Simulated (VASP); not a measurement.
# Pd (Fm-3m) in VASP: notebook

Runs on Pd. Level: r2SCAN. Tasks: single point, relaxation of cell and atoms.

Program: VASP 6.6.1. These are calculated values, not measurements. Logs are shortened: lines on timing, memory, paths and dates and some standing lists are left out, and cuts for length are marked.

**1. The cell of the first run**

The structure is cubic, space group Fm-3m (No. 225). The conventional cell has a = 3.907 Å, b = 3.907 Å, c = 3.907 Å, α = 90.00°, β = 90.00°, γ = 90.00°. Within 3.6 Å of Pd (site symmetry m-3m) lie 12 Pd at 2.76 Å.

**2. Single point, r2SCAN**

Input file POSCAR:

```
Pd
1.0
    0.0000000000      1.9537284614      1.9537284614
    1.9537284614      0.0000000000      1.9537284614
    1.9537284614      1.9537284614      0.0000000000
Pd
1
Direct
    0.0000000000      0.0000000000      0.0000000000
```

Input file INCAR.step1:

```
SYSTEM = Pd
ALGO = Normal
EDIFF = 1E-4
ENCUT = 520
GGA = PE
ISMEAR = 0
LASPH = .True.
LCHARG = .False.
LREAL = .False.
LWAVE = .True.
NBANDS = 11
NELM = 100
PREC = Accurate
SIGMA = 0.1
```

Input file INCAR.step2:

```
SYSTEM = Pd
ALGO = Normal
EDIFF = 1E-6
ENCUT = 520
ISIF = 2
ISMEAR = 0
ISTART = 1
LASPH = .True.
LCHARG = .True.
LELF = .True.
LMIXTAU = .True.
LREAL = .False.
LVHAR = .True.
LWAVE = .False.
METAGGA = R2SCAN
NBANDS = 11
NELM = 100
PREC = Accurate
SIGMA = 0.1
```

Input file KPOINTS:

```
k-points
0
Gamma
  18 18 18
  0 0 0
```

Potentials or basis: VASP PAW PBE potentials, release 64 (Pd).

Launch:

```sh
$ cat potpaw_PBE.64/Pd/POTCAR > POTCAR
$ cp INCAR.step1 INCAR
$ mpirun -np 1 vasp_std > vasp.out
$ cp INCAR.step2 INCAR
$ mpirun -np 1 vasp_std > vasp.out
```

OUTCAR:

```text
SYSTEM = Pd
   EDIFF = 1E-6
   ENCUT = 520
   ISIF = 2
   ISMEAR = 0
   ISTART = 1
   LASPH = .True.
   LREAL = .False.
   METAGGA = R2SCAN
   NELM = 100
   PREC = Accurate

 ion  position               nearest neighbor table
   1  0.000  0.000  0.000-

  LATTYP: Found a face centered cubic cell.
 ALAT       =     3.9074569228

  Lattice vectors:

 A1 = (   0.0000000000,   1.9537284614,   1.9537284614)
 A2 = (   1.9537284614,   0.0000000000,   1.9537284614)
 A3 = (   1.9537284614,   1.9537284614,   0.0000000000)

Analysis of symmetry for initial positions (statically):
=====================================================================
 Subroutine PRICEL returns:
 Original cell was already a primitive cell.

 Routine SETGRP: Setting up the symmetry group for a
 face centered cubic supercell.

 Subroutine GETGRP returns: Found 48 space group operations
 (whereof 48 operations were pure point group operations)
 out of a pool of 48 trial point group operations.

The static configuration has the point symmetry O_h .

Analysis of symmetry for dynamics (positions and initial velocities):
=====================================================================
 Subroutine PRICEL returns:
 Original cell was already a primitive cell.

 Routine SETGRP: Setting up the symmetry group for a
 face centered cubic supercell.

 Subroutine GETGRP returns: Found 48 space group operations
 (whereof 48 operations were pure point group operations)
 out of a pool of 48 trial point group operations.

The dynamic configuration has the point symmetry O_h .

 Subroutine INISYM returns: Found 48 space group operations
 (whereof 48 operations are pure point group operations),
 and found     1 'primitive' translations

----------------------------------------------------------------------------------------

                                     Primitive cell

  volume of cell :      14.9150

  direct lattice vectors                    reciprocal lattice vectors
     0.000000000  1.953728461  1.953728461    -0.255920928  0.255920928  0.255920928
     1.953728461  0.000000000  1.953728461     0.255920928 -0.255920928  0.255920928
     1.953728461  1.953728461  0.000000000     0.255920928  0.255920928 -0.255920928

  length of vectors
     2.762989287  2.762989287  2.762989287     0.443268049  0.443268049  0.443268049

[... 83 lines left out ...]
   NFREE  =      0    steps in history (QN), initial steepest desc. (CG)
   ISIF   =      2    stress and relaxation
   ISYM   =      2    0-nonsym 1-usesym 2-fastsym
   POTIM  = 0.5000    time-step for ionic-motion
   TEBEG  =    0.0;   TEEND  =   0.0 temperature during run
   PSTRESS=    0.0 pullay stress
   NELECT =      10.0000    total number of electrons
   NUPDOWN=      -1.0000    fix difference up-down
   EMIN   =  10.00;   EMAX   =-10.00  energy-range for DOS
   EFERMI =   0.00;   METHOD = LEGACY
   ISMEAR =     0;   SIGMA  =   0.10  broadening in eV -4-tet -1-fermi 0-gaus
   EFERMI_NEDOS =   21; number of points for ismear=-14 and -15
   IALGO  =     38    algorithm
   IMIX   =      4    mixing-type and parameters
     AMIX     =   0.40;   BMIX     =  1.00
     AMIX_MAG =   1.60;   BMIX_MAG =  1.00
  volume/ion in A,a.u.               =      14.91       100.65
  Fermi-wavevector in a.u.,A,eV,Ry     =   1.432850  2.707693 27.933552  2.053058
  Thomas-Fermi vector in A             =   2.552432
   LORBIT       =      0    0 simple, 1 ext, 2 COOP (PROOUT), +10 PAW based schemes
   METAGGA = R2SCAN    functional components
   LHFCALC =     F    Hartree Fock is set to
   AEXX    =    0.0000 exact exchange contribution
   IVDW    =     0    specifies the selected vdW correction
   LEPSILON=     F    determine dielectric tensor
   LRPA    =     F    only Hartree local field effects (RPA)
 non-spin polarized calculation
 Gauss-broadening in eV      SIGMA  =   0.10
  energy-cutoff  :      520.00
  volume of cell :       14.91
 maximum number of plane-waves:       419
 NGX is ok and might be reduce to    24
   NGX = 11   NGY = 11   NGZ = 11

 number of electron       9.9999998 magnetization

 Free energy of the ion-electron system (eV)
  ---------------------------------------------------
  ext. energy  EPLUGINS =         0.00000000
  ---------------------------------------------------
  free energy    TOTEN  =       -22.95488056 eV

  energy without entropy =      -22.94392864  energy(sigma->0) =      -22.94940460

 E-fermi :   9.4216     XC(G=0): -14.0502

 val. band max:        9.4062143052   @ k =   0.5000   0.1111   0.0000
 cond. band min:       9.4294955044   @ k =  -0.4444   0.3889   0.1111
 fundamental gap:      0.0232811992
 Fermi energy:         9.4216197555

 k-point     1 :       0.0000    0.0000    0.0000
  band No.  band energies     occupation
      1       2.3211      2.00000
      2       6.5568      2.00000
      3       6.5568      2.00000
      4       6.5568      2.00000
      5       8.1376      2.00000
      6       8.1376      2.00000
      7      27.4401      0.00000
      8      31.9145      0.00000
      9      32.3630      0.00000
     10      32.3630      0.00000
     11      32.3630      0.00000
[... 309 lines left out ...]
 k-point    24 :      -0.2222    0.0556    0.0000
  band No.  band energies     occupation
      1       4.0421      2.00000
      2       6.3715      2.00000
      3       6.8803      2.00000
      4       6.9089      2.00000
      5       8.0364      2.00000
      6       8.5748      2.00000
      7      24.9863      0.00000
      8      28.5035      0.00000
      9      31.9159      0.00000
     10      32.5073      0.00000
     11      35.0672      0.00000

 [... further k-points ...]

------------------------ aborting loop because EDIFF is reached ----------------------------------------

  FORCE on cell =-STRESS in cart. coord.  units (eV):
  Direction    XX          YY          ZZ          XY          YZ          ZX
  --------------------------------------------------------------------------------------
  -------------------------------------------------------------------------------------
  Total        0.0609561      0.0609561      0.0609561      0.0000000      0.0000000      0.0000000
  in kB        6.5479435      6.5479435      6.5479435      0.0000000      0.0000000      0.0000000
  external PRESSURE =       6.5479435 kB  Pullay stress =       0.0000000 kB

 VOLUME and BASIS-vectors are now :
 -----------------------------------------------------------------------------
  energy-cutoff  :      520.00
  volume of cell :       14.91
      direct lattice vectors                 reciprocal lattice vectors
     0.000000000  1.953728461  1.953728461    -0.255920928  0.255920928  0.255920928
     1.953728461  0.000000000  1.953728461     0.255920928 -0.255920928  0.255920928
     1.953728461  1.953728461  0.000000000     0.255920928  0.255920928 -0.255920928

 POSITION                                       TOTAL-FORCE (eV/Angst)
 -----------------------------------------------------------------------------------
      0.00000      0.00000      0.00000         0.000000      0.000000     -0.000000
 -----------------------------------------------------------------------------------
    total drift:                                0.000000      0.000000     -0.000000

  FREE ENERGIE OF THE ION-ELECTRON SYSTEM (eV)
  ---------------------------------------------------
  free  energy   TOTEN  =       -22.9548805575 eV

  energy  without entropy=      -22.9439286361  energy(sigma->0) =      -22.94940460
```

It took 40 s on 1 thread of Intel Xeon 6975P-C (Granite Rapids), shared host; peak memory 0.16 GiB.

Results:

```yaml
Free_energy: -22.9549 eV
Pressure: 0.7 GPa
Band_gap_on_the_k_mesh: zero (band 5 reaches 9.73 eV, above the bottom of band 6 at 8.08 eV)
```

Caveat: the PAW data sets were made with another functional, which shifts forces and pressure a little.

[end of part 1 of 2]
